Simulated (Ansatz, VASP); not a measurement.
Two plane-wave programs on Al2O3

INCAR

```
SYSTEM = Al2O3
ALGO     = Normal         ! electronic algorithm
EDIFF    = 1E-7           ! SCF threshold, eV
EDIFFG   = -0.005         ! ionic threshold
ENCUT    = 600            ! plane-wave cutoff, eV
GGA      = PS             ! functional
IBRION   = 2              ! ionic algorithm
ISIF     = 3              ! what is computed and relaxed
ISMEAR   = 0              ! smearing method
IVDW     = 12             ! dispersion correction
LASPH    = .TRUE.         ! aspherical terms in the spheres
LCHARG   = .FALSE.        ! write CHGCAR
LREAL    = .FALSE.        ! projectors in reciprocal space
LWAVE    = .FALSE.        ! write WAVECAR
NELM     = 80             ! most SCF steps
NSW      = 80             ! ionic steps
PREC     = Accurate       ! precision mode
SIGMA    = 0.01           ! smearing width, eV
```

KPOINTS

```
k-points
0
G
  12 12 2
  0 0 0
```

Contents of POSCAR:

```
Al2O3
1.0
    2.8843249500      0.0000000000      0.0000000000
   -1.4421624700      2.4978986800      0.0000000000
    0.0000000000      0.0000000000      9.3367544600
Al O
2 3
Direct
    0.0000000000      0.0000000000      0.1499923304
    0.0000000000      0.0000000000      0.8500076696
    0.3333333294      0.6666666680      0.2223169195
    0.6666666686      0.3333333280      0.0000000000
    0.3333333294      0.6666666680      0.7776830805
```

Input for Ansatz:

```yaml
crystal:
  lattice:
    - [2.88432495, 0.0, 0.0]
    - [-1.44216247, 2.49789868, 0.0]
    - [0.0, 0.0, 9.33675446]
  atoms:
    - { symbol: Al, position: [0.0, 0.0, 0.1499923304184225] }
    - { symbol: Al, position: [0.0, 0.0, 0.8500076695815775] }
    - { symbol: O, position: [0.3333333293778732, 0.6666666680011216, 0.22231691953479946] }
    - { symbol: O, position: [0.6666666686204444, 0.3333333279955134, 0.0] }
    - { symbol: O, position: [0.3333333293778732, 0.6666666680011216, 0.7776830804652005] }
basis:
  ecutwfc: 476.19925930478996
kpoints:
  mp_grid:
    grid: [12, 12, 2]
hamiltonian:
  xc: pbesol
  dispersion: d3bj
scf:
  occupations:
    method: fixed
relax:
  f_tol: 0.005
  cell: {}
```

Alike in both runs: task relaxation of cell and atoms; functional PBEsol; dispersion D3(BJ); k mesh 12 × 12 × 2; no spin polarisation.

```csv
,VASP,Ansatz
version,VASP 6.6.1,Ansatz 0.2.0
potentials or method,"VASP PAW PBE potentials, release 64 (Al, O), cutoff 600 eV","plane waves, PAW"
occupations,"gaussian, width 0.01 eV",fixed
valence electrons in the cell,24,24
```

```tsv
	VASP	Ansatz	Ansatz less VASP
relaxed volume (Å³/atom)	10.12	10.11	-0.011
relaxed cell length with the largest relative difference (Å)	2.851	2.849	-0.0020
```

VASP's potentials were made for PBE, not for PBEsol.

Noted on VASP's run: the volume moved by over 15 % at a fixed basis, so the end points are rough.
